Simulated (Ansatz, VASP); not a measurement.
One calculation of SrCl2, two programs

```xyz
3
Lattice="0.0000 3.5723 3.6887 3.5723 0.0000 3.6887 3.5723 3.5723 0.0000" Properties=species:S:1:pos:R:3 pbc="T T T"
Sr    0.0000    0.0000    0.0000
Cl    1.7861    1.7861    1.8444
Cl    5.3584    5.3584    5.5331
```

Alike in both runs: task single point; functional PBE; k mesh 6 × 6 × 6; occupations gaussian, width 0.05 eV; no spin polarisation.

```csv
,VASP,Ansatz
version,VASP 6.6.1,Ansatz 0.2.0
potentials or method,"VASP PAW PBE potentials, release 64 (Sr_sv, Cl), cutoff 520 eV","scalar-relativistic, plane waves, PAW"
valence electrons in the cell,24,24
```

|  | VASP | Ansatz | Ansatz less VASP |
| --- | --- | --- | --- |
| gap on the k mesh at the Fermi level (eV) | 4.86 | 4.87 | +0.002 |
| least direct gap on the mesh (eV) | 5.15 | 5.15 | 0.000 |
| pressure (GPa) | -2.1 | -2.1 | -0.04 |
| traceless stress, the component that is largest in VASP (GPa) | -0.94 | -0.95 | -0.004 |
